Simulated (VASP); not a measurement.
Write the native input for VASP 6.6.1 that does the following.

```
Task                   : single point
Functional             : r2SCAN
Potentials or basis    : VASP PAW PBE potentials, release 64 (Al, N)
Cutoff                 : 520 eV
k mesh                 : 10 × 10 × 10
Occupations            : gaussian, width 0.01 eV
Spin                   : no spin polarisation
Dipole correction      : no
Further INCAR settings : ALGO = Normal; EDIFF = 1e-07; NBANDS = 11
```

AlN:

```
Al N
1.0
     0.00000    2.27577    2.07880
     2.27577    0.00000    2.07880
     2.27577    2.27577    0.00000
Al N
1 1
Direct
  0.00000 0.00000 0.00000
  0.25000 0.25000 0.25000
```

This cell differs from its parent crystal: epitaxial xy strain +4.2%.

These files were run (other wordings do the same):

POSCAR

```
AlN
1.0
    0.0000000000      2.2757672799      2.0787988040
    2.2757672799      0.0000000000      2.0787988040
    2.2757672799      2.2757672799      0.0000000000
Al N
1 1
Direct
    0.0000000000      0.0000000000      0.0000000000
    0.2500000000      0.2500000000      0.2500000000
```

INCAR.step1

```
SYSTEM = AlN
ALGO     = Normal         ! electronic algorithm
EDIFF    = 1E-4           ! SCF threshold, eV
ENCUT    = 520            ! plane-wave cutoff, eV
GGA      = PE             ! functional
ISMEAR   = 0              ! smearing method
LASPH    = .True.         ! aspherical terms in the spheres
LCHARG   = .False.        ! write CHGCAR
LREAL    = .False.        ! projectors in reciprocal space
LWAVE    = .True.         ! write WAVECAR
NBANDS   = 11             ! bands
NELM     = 100            ! most SCF steps
PREC     = Accurate       ! precision mode
SIGMA    = 0.01           ! smearing width, eV
```

INCAR.step2

```
SYSTEM = AlN
ALGO     = Normal         ! electronic algorithm
EDIFF    = 1E-7           ! SCF threshold, eV
ENCUT    = 520            ! plane-wave cutoff, eV
ISIF     = 2              ! what is computed and relaxed
ISMEAR   = 0              ! smearing method
ISTART   = 1            
LASPH    = .True.         ! aspherical terms in the spheres
LCHARG   = .True.         ! write CHGCAR
LELF     = .True.         ! ELF
LMIXTAU  = .True.       
LREAL    = .False.        ! projectors in reciprocal space
LVHAR    = .True.       
LWAVE    = .False.        ! write WAVECAR
METAGGA  = R2SCAN         ! meta-GGA
NBANDS   = 11             ! bands
NELM     = 100            ! most SCF steps
PREC     = Accurate       ! precision mode
SIGMA    = 0.01           ! smearing width, eV
```

KPOINTS

```
k-points
0
Gamma
  10 10 10
  0 0 0
```

Potentials or basis: VASP PAW PBE potentials, release 64 (Al, N).

The run is started by

```bash
$ cat potpaw_PBE.64/Al/POTCAR potpaw_PBE.64/N/POTCAR > POTCAR
$ cp INCAR.step1 INCAR
$ mpirun -np 1 vasp_std > vasp.out
$ cp INCAR.step2 INCAR
$ mpirun -np 1 vasp_std > vasp.out
```

It gave:

```json
{
 "Pressure": "-7.3 GPa",
 "Band gap on the k mesh": "3.49 eV, indirect (least direct gap 4.33 eV)"
}
```

Caveat: the cell differs from its parent crystal (epitaxial xy strain +4.2%); the PAW data sets were made with another functional, which shifts forces and pressure a little.

Wall time 88 s on 1 thread of Intel Xeon 8259CL, on a shared host, peak memory 0.15 GiB.
